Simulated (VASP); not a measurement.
Runs of VASP 6.6.1 on Ag. The structure is that of space group I4/mmm (No. 139), or close to it. The cells are those of the table. 

```csv
cell,gap on the mesh (eV),pressure (GPa)
"a = 2.899, b = 2.899, c = 2.658 Å, angles 62.7, 62.7, 54.6°, 1 atom",none,(a)
"a = 2.952, b = 2.952, c = 2.774 Å, angles 62.0, 62.0, 56.0°, 1 atom",none,-1.7
"a = 2.899, b = 2.899, c = 3.121 Å, angles 57.4, 57.4, 65.1°, 1 atom",none,(b)
"a = 2.776, b = 2.776, c = 2.889 Å, angles 58.6, 58.6, 62.7°, 1 atom",none,8.3
"a = 2.892, b = 2.892, c = 3.005 Å, angles 58.7, 58.7, 62.6°, 1 atom",none,-6.1
"a = 2.837, b = 2.837, c = 3.005 Å, angles 58.0, 58.0, 64.0°, 1 atom",none,-2.0
```

Alike in all rows: task single point; level PBEsol; potentials or basis VASP PAW PBE potentials, release 64 (Ag); no spin polarisation; k mesh 20 × 20 × 20; cutoff (eV) 520; smearing gaussian 0.15 eV.

Q: Estimate the missing entries.

A: (a) 10.8; (b) -8.2.

Caveats: the PAW data sets were made with another functional, which shifts forces and pressure a little; the cell stands under pressure (at least some runs); the cell stands under tension (at least some runs).

A k mesh can miss the band edges, and the runs leave out spin-orbit coupling on Ag.

A gap of «none» marks levels without a gap at the run's occupations.
